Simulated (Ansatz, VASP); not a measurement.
# La2Zr2O: VASP beside Ansatz

INCAR

```
SYSTEM = La2Zr2O
PREC = Accurate
ENCUT = 600
EDIFF = 1E-7
ISMEAR = 0
SIGMA = 0.1
LREAL = .False.
LASPH = .True.
NELM = 100
ALGO = Normal
ISIF = 3
LWAVE = .False.
LCHARG = .False.
GGA = PE
IBRION = 2
NSW = 90
EDIFFG = -0.04
```

KPOINTS

```
Automatic mesh
0
Gamma
  6 6 2
  0 0 0
```

The input POSCAR:

```
La2Zr2O
1.0
    4.1516929300      0.0000000000      0.0000000000
   -2.0758464700      3.5954715500      0.0000000000
    0.0000000000      0.0000000000      8.1185296800
La Zr O
2 2 1
Direct
    0.0000000000      0.0000000000      0.7055339800
    0.0000000000      0.0000000000      0.2944660200
    0.6666666700      0.3333333300      0.5000000000
    0.3333333300      0.6666666700      0.0000000000
    0.6666666700      0.3333333300      0.0000000000
```

Input for Ansatz:

```yaml
crystal:
  lattice:
    - [4.15169293, 0.0, 0.0]
    - [-2.07584647, 3.59547155, 0.0]
    - [0.0, 0.0, 8.11852968]
  atoms:
    - { symbol: La, position: [0.0, 0.0, 0.70553398] }
    - { symbol: La, position: [0.0, 0.0, 0.29446602] }
    - { symbol: Zr, position: [0.66666667, 0.33333333, 0.5] }
    - { symbol: Zr, position: [0.33333333, 0.66666667, 0.0] }
    - { symbol: O, position: [0.66666667, 0.33333333, 0.0] }
basis:
  ecutwfc: 420
kpoints:
  mp_grid: { grid: [6, 6, 2] }
hamiltonian:
  xc: pbe
scf:
  occupations: { method: gaussian, width: 0.1 }
  lower_state_search: "off"
output:
  forces: true
  stress: true
  eigenvalues: true
relax:
  adjacent_minimum: "off"
  f_tol: 0.04
  max_steps: 70
  cell: { stress_tol: 0.4 }
```

Change from the starting cell: species swapped into the Sr2ZnAs2 type (P-6m2, No. 187).

Alike in both runs: task relaxation of cell and atoms; functional PBE; k mesh 6 × 6 × 2; occupations gaussian, width 0.1 eV; no spin polarisation.

|  | VASP | Ansatz |
| --- | --- | --- |
| version | VASP 6.6.1 | Ansatz 0.2.0 |
| potentials or method | VASP PAW PBE potentials, release 64 (La, Zr_sv, O), cutoff 600 eV | scalar-relativistic, plane waves, PAW |
| valence electrons in the cell | 52 | 52 |

```csv
,VASP,Ansatz,Ansatz less VASP
"gap on the k mesh at the Fermi level, each at its own relaxed structure (eV)",none,none,-
relaxed volume (Å³/atom),25.74,26.35,+0.619
relaxed cell length with the largest relative difference (Å),11.551,11.954,+0.4032
```

A gap of «none» marks a metal or a gap that the smearing closes.

The k mesh is coarse, so the values compare programs but aren't converged. Spin-orbit coupling is off throughout.
